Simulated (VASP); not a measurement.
Input of a VASP 6.6.1 run:

The input INCAR:

```
PREC     = Accurate       # precision mode
ENCUT    = 520            # plane-wave cutoff, eV
EDIFF    = 1E-6           # SCF threshold, eV
ISMEAR   = 0              # smearing method
SIGMA    = 0.15           # smearing width, eV
LREAL    = F              # projectors in reciprocal space
LASPH    = T              # aspherical terms in the spheres
NELM     = 100            # most SCF steps
ALGO     = Fast           # electronic algorithm
ISIF     = 2              # what is computed and relaxed
LWAVE    = F              # write WAVECAR
LCHARG   = T              # write CHGCAR
LELF     = T              # ELF
LVHAR    = T            
NBANDS   = 18             # bands
```

Contents of KPOINTS:

```
Automatic mesh
0
Gamma
  16 16 16
```

Contents of POSCAR:

```
ZnCu
1.0
    2.9450000000      0.0000000000      0.0000000000
    0.0000000000      2.9450000000      0.0000000000
    0.0000000000      0.0000000000      2.9450000000
Zn Cu
1 1
Direct
    0.4852966824      0.4852966824      0.4852966824
    0.0000000000      0.0000000000      0.0000000000
```

Potentials or basis: VASP PAW LDA potentials, release 64 (Zn, Cu).

Command:

```bash
$ cat potpaw_LDA.64/Zn/POTCAR potpaw_LDA.64/Cu/POTCAR > POTCAR
$ mpirun -np 1 vasp_std > vasp.out
```

Task: Predict the pressure.

Result: -8.4 GPa.

Task: Estimate the largest force.

Result: 0.303 eV/Å.

Task: What does it give for the band gap on the k mesh?

Result: Zero (an odd number of electrons rules out a gap without spin polarisation).

Forces on the atoms (eV/Å):
```
Zn   0.175  0.175  0.175
Cu  -0.175 -0.175 -0.175
```

Caveat: the cell differs from its parent crystal (all Zn atoms moved +0.075 Å, as atom 1 towards its neighbour atom 2 (Cu) at 2.550 Å); the cell stands under tension.
